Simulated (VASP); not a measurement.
Input of a VASP 6.6.1 run:

File INCAR:

```
SYSTEM = LiF
AGGAC = 1.0
AGGAX = 1.0
ALDAC = 0.0
ALDAX = 1.0
ALGO = Normal
EDIFF = 1E-6
ENCUT = 520
GGA = B5
ISIF = 2
ISMEAR = 0
ISPIN = 2
IVDW = 13
LASPH = .True.
LCHARG = .True.
LELF = .True.
LORBIT = 11
LREAL = .False.
LVHAR = .True.
LWAVE = .False.
MAGMOM = 0.5 0
NBANDS = 16
NELM = 150
PREC = Accurate
SIGMA = 0.02
VDW_A1 = 0.44488865
VDW_A2 = 4.0933009
VDW_S6 = 1.0
VDW_S8 = 2.34076671
```

The input KPOINTS:

```
k-points
0
Gamma
  11 11 11
  0 0 0
```

File POSCAR:

```
LiF
1.0
    0.0000000000      2.0140000000      2.0140000000
    2.0140000000      0.0000000000      2.0140000000
    2.0140000000      2.0140000000      0.0000000000
F Li
1 1
Direct
    0.5000000000      0.5000000000      0.5000000000
    0.0000000000      0.0000000000      0.0000000000
```

Potentials or basis: VASP PAW PBE potentials, release 64 (F, Li_sv).

Run with:

```console
$ cat potpaw_PBE.64/F/POTCAR potpaw_PBE.64/Li_sv/POTCAR > POTCAR
$ mpirun -np 1 vasp_std > vasp.out
```

Problem. What does it give for the band gap on the k mesh?

Solution. 9.28 eV, direct.

Problem. What does it give for the net moment?

Solution. 0.00 μB per cell.

 A k mesh can miss the band edges.
